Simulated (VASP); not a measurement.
# Ni (Fm-3m) in VASP: single point with LDA

Aim: the single point of Ni with LDA.

All numbers are computed with VASP 6.6.1; they aren't measurements. Logs are shortened: lines on timing, memory, paths and dates and some standing lists are left out, and cuts for length are marked.

## Step 1: The cell of the first run

It takes space group Fm-3m (No. 225, cubic). Conventional cell: a = 3.536 Å, b = 3.536 Å, c = 3.536 Å, α = 90.00°, β = 90.00°, γ = 90.00°. Within 3.3 Å of Ni (site symmetry m-3m) lie 12 Ni at 2.50 Å.

## Step 2: Single point, LDA, collinear spin, antiferromagnetic start

INCAR

```
SYSTEM = Ni
PREC = Accurate
ENCUT = 520
EDIFF = 1E-6
ISMEAR = 0
SIGMA = 0.1
LREAL = .False.
LASPH = .True.
NELM = 150
ALGO = Normal
ISIF = 2
LWAVE = .False.
LCHARG = .False.
ISPIN = 2
MAGMOM = 2 -2
LORBIT = 11
LMAXMIX = 4
GGA = CA
NBANDS = 21
ISYM = 0
```

KPOINTS

```
Automatic mesh
0
Gamma
  14 8 11
  0 0 0
```

POSCAR

```
Ni
1.0
    0.0000000000     -1.7679500000     -1.7679500000
   -3.5359000000     -1.7679500000     -1.7679500000
    0.0000000000      1.7679500000     -1.7679500000
Ni
2
Direct
    0.0000000000      0.0000000000      0.0000000000
    0.0000000000      0.5000000000      0.5000000000
```

Potentials or basis: VASP PAW LDA potentials, release 64 (Ni).

On the command line:

```
$ cat potpaw_LDA.64/Ni/POTCAR > POTCAR
$ mpirun -np 1 vasp_std > vasp.out
```

OUTCAR:

```text
SYSTEM = Ni
   PREC = Accurate
   ENCUT = 520
   EDIFF = 1E-6
   ISMEAR = 0
   LREAL = .False.
   LASPH = .True.
   NELM = 150
   ISIF = 2
   ISPIN = 2
   LORBIT = 11
   GGA = CA
   ISYM = 0

 ion  position               nearest neighbor table
   1  0.000  0.000  0.000-   2 2.50   2 2.50   2 2.50   2 2.50   2 2.50   2 2.50   2 2.50   2 2.50

   2  0.000  0.500  0.500-   1 2.50   1 2.50   1 2.50   1 2.50   1 2.50   1 2.50   1 2.50   1 2.50

IMPORTANT INFORMATION: All symmetrisations will be switched off!
NOSYMM: (Re-)initialisation of all symmetry stuff for point group C_1.

----------------------------------------------------------------------------------------

                                     Primitive cell

  volume of cell :      22.1040

  direct lattice vectors                    reciprocal lattice vectors
     0.000000000 -1.767950000 -1.767950000     0.282813428 -0.282813428 -0.282813428
    -3.535900000 -1.767950000 -1.767950000    -0.282813428  0.000000000  0.000000000
     0.000000000  1.767950000 -1.767950000     0.000000000  0.282813428 -0.282813428

  length of vectors
     2.500258868  4.330575391  2.500258868     0.489847226  0.282813428  0.399958585

  position of ions in fractional coordinates (direct lattice)
     0.000000000  0.000000000  0.000000000
     0.000000000  0.500000000  0.500000000

  ion indices of the primitive-cell ions
   primitive index   ion index
                 1           1
                 2           2

----------------------------------------------------------------------------------------

 KPOINTS: Automatic mesh

Automatic generation of k-mesh.
 Grid dimensions read from file:
 generate k-points for:   14    8   11

 Generating k-lattice:

  Cartesian coordinates                     Fractional coordinates (reciprocal lattice)
     0.020200959 -0.020200959 -0.020200959     0.071428571  0.000000000  0.000000000
    -0.035351678  0.000000000  0.000000000     0.000000000  0.125000000  0.000000000
     0.000000000  0.025710312 -0.025710312     0.000000000  0.000000000  0.090909091

  Length of vectors
     0.034989088  0.035351678  0.036359871

  Shift w.r.t. Gamma in fractional coordinates (k-lattice)
     0.000000000  0.000000000  0.000000000

 -----------------------------------------------------------------------------
|                                                                             |
|           W    W    AA    RRRRR   N    N  II  N    N   GGGG   !!!           |
|           W    W   A  A   R    R  NN   N  II  NN   N  G    G  !!!           |
|           W    W  A    A  R    R  N N  N  II  N N  N  G       !!!           |
|           W WW W  AAAAAA  RRRRR   N  N N  II  N  N N  G  GGG   !            |
|           WW  WW  A    A  R   R   N   NN  II  N   NN  G    G                |
|           W    W  A    A  R    R  N    N  II  N    N   GGGG   !!!           |
|                                                                             |
|     Your reciprocal lattice and k-lattice belong to different lattice       |
[... 88 lines left out ...]
   LHFCALC =     F    Hartree Fock is set to
   AEXX    =    0.0000 exact exchange contribution
   IVDW    =     0    specifies the selected vdW correction
   LEPSILON=     F    determine dielectric tensor
   LRPA    =     F    only Hartree local field effects (RPA)
 spin polarized calculation
 Gauss-broadening in eV      SIGMA  =   0.10
  energy-cutoff  :      520.00
  volume of cell :       22.10
 maximum number of plane-waves:       613
   NGX =  9   NGY = 17   NGZ =  9

 number of electron      19.9999987 magnetization      -0.0000064

 number of electron      19.9999987 magnetization       0.0000098

 Free energy of the ion-electron system (eV)
  ---------------------------------------------------
  ext. energy  EPLUGINS =         0.00000000
  ---------------------------------------------------
  free energy    TOTEN  =       -12.94924117 eV

  energy without entropy =      -12.90683363  energy(sigma->0) =      -12.92803740

 E-fermi :   8.6352     XC(G=0): -13.5187

 val. band max:        8.6349825696   @ k =  -0.2857  -0.0000   0.4545
 cond. band min:       8.6352368193   @ k =  -0.3571   0.3750   0.4545
 fundamental gap:      0.0002542498
 Fermi energy:         8.6351650954

 spin component 1

 k-point     1 :       0.0000    0.0000    0.0000
  band No.  band energies     occupation
      1      -0.0521      1.00000
      2       4.4802      1.00000
      3       5.0268      1.00000
      4       6.8127      1.00000
      5       6.8135      1.00000
      6       6.8155      1.00000
[... 565 lines left out ...]
     20      33.7726      0.00000
     21      36.0245      0.00000

 [... further k-points ...]

 spin component 2

 k-point     1 :       0.0000    0.0000    0.0000
  band No.  band energies     occupation
      1      -0.0521      1.00000
      2       4.4802      1.00000
      3       5.0268      1.00000
      4       6.8127      1.00000
      5       6.8135      1.00000
      6       6.8155      1.00000
[... 565 lines left out ...]
     20      33.7726      0.00000
     21      36.0245      0.00000

 [... further k-points ...]
[... 5 lines left out ...]
  --------------------------------------------------------------------------------------
  -------------------------------------------------------------------------------------
  Total       -2.8231915     -2.7723695     -2.7723691      0.0026875      0.0005452      0.0026870
  in kB     -204.6355068   -200.9517362   -200.9517098      0.1948006      0.0395179      0.1947646
  external PRESSURE =    -202.1796509 kB  Pullay stress =       0.0000000 kB

 VOLUME and BASIS-vectors are now :
 -----------------------------------------------------------------------------
  energy-cutoff  :      520.00
  volume of cell :       22.10
      direct lattice vectors                 reciprocal lattice vectors
     0.000000000 -1.767950000 -1.767950000     0.282813428 -0.282813428 -0.282813428
    -3.535900000 -1.767950000 -1.767950000    -0.282813428  0.000000000  0.000000000
     0.000000000  1.767950000 -1.767950000     0.000000000  0.282813428 -0.282813428

 POSITION                                       TOTAL-FORCE (eV/Angst)
 -----------------------------------------------------------------------------------
      0.00000      0.00000      0.00000        -0.000000      0.000000      0.000000
     -1.76795      0.00000     -1.76795         0.000000     -0.000000     -0.000000
 -----------------------------------------------------------------------------------
    total drift:                               -0.000000     -0.000000     -0.000000

  FREE ENERGIE OF THE ION-ELECTRON SYSTEM (eV)
  ---------------------------------------------------
  free  energy   TOTEN  =       -12.9492411733 eV

  energy  without entropy=      -12.9068336268  energy(sigma->0) =      -12.92803740

 total charge

# of ion       s       p       d       tot
------------------------------------------
    1        0.490   0.478   8.326   9.295
    2        0.490   0.478   8.326   9.295
--------------------------------------------------
tot          0.980   0.957  16.653  18.589

 magnetization (x)

# of ion       s       p       d       tot
------------------------------------------
    1       -0.000   0.000   0.000   0.000
    2        0.000  -0.000  -0.000  -0.000
--------------------------------------------------
tot         -0.000  -0.000   0.000   0.000
```

OSZICAR:

```text
N       E                     dE             d eps       ncg     rms          rms(c)
DAV:   1     0.967231472936E+02    0.96723E+02   -0.88336E+03 56383   0.135E+03
DAV:   2    -0.876582134597E+01   -0.10549E+03   -0.97539E+02 53137   0.236E+02
DAV:   3    -0.145988672039E+02   -0.58330E+01   -0.56363E+01 58817   0.640E+01
DAV:   4    -0.146801626751E+02   -0.81295E-01   -0.81209E-01 59696   0.700E+00
[... 11 lines left out ...]
DAV:  16    -0.129492227238E+02   -0.41646E-04   -0.18430E-04 75513   0.269E-01    0.268E-02
DAV:  17    -0.129492365749E+02   -0.13851E-04   -0.96422E-05 76262   0.172E-01    0.130E-02
DAV:  18    -0.129492401395E+02   -0.35646E-05   -0.30580E-05 71539   0.834E-02    0.657E-03
DAV:  19    -0.129492409751E+02   -0.83555E-06   -0.22931E-05 34964   0.636E-02    0.177E-03
DAV:  20    -0.129492411733E+02   -0.19824E-06   -0.21274E-06 38014   0.163E-02
   1 F= -.12949241E+02 E0= -.12928037E+02  d E =-.424075E-01  mag=    -0.0000
```

stdout:

```text
POSCAR found type information on POSCAR Ni
 POSCAR found :  1 types and       2 ions
 scaLAPACK will be used
 LDA part: xc-table for (Slater(with rela. corr.)+CA(PZ))
 , standard interpolation
 -----------------------------------------------------------------------------
|                                                                             |
|           W    W    AA    RRRRR   N    N  II  N    N   GGGG   !!!           |
|           W    W   A  A   R    R  NN   N  II  NN   N  G    G  !!!           |
|           W    W  A    A  R    R  N N  N  II  N N  N  G       !!!           |
|           W WW W  AAAAAA  RRRRR   N  N N  II  N  N N  G  GGG   !            |
|           WW  WW  A    A  R   R   N   NN  II  N   NN  G    G                |
|           W    W  A    A  R    R  N    N  II  N    N   GGGG   !!!           |
|                                                                             |
|     Your reciprocal lattice and k-lattice belong to different lattice       |
|     classes:                                                                |
|                                                                             |
|        The reciprocal lattice is simple tetragonal,                         |
|        whereas your k-lattice is simple monoclinic.                         |
|                                                                             |
|     Results are often still useful ...                                      |
|                                                                             |
 -----------------------------------------------------------------------------

 POSCAR, INCAR and KPOINTS ok, starting setup
 FFT: planning ... GRIDC
 FFT: planning ... GRID_SOFT
 FFT: planning ... GRID
 WAVECAR not read
 entering main loop
```

It took 5.5 min on 1 thread of Intel Xeon 6975P-C (Granite Rapids), shared host; peak memory 0.45 GiB.

What came out:

| Property | Result |
| --- | --- |
| Free energy | -12.9492 eV |
| Pressure | -20.2 GPa |
| Band gap on the k mesh | zero (filled and empty bands overlap) |
| Net moment | 0.00 μB per cell |
| Valence electrons inside the program's atomic spheres | Ni 9.29 |

Stress tensor (GPa, compression positive):
```
-20.46   0.02   0.02
  0.02 -20.10   0.00
  0.02   0.00 -20.10
```

Caveat: the cell stands under tension; the moments typed at the start vanished in this run.
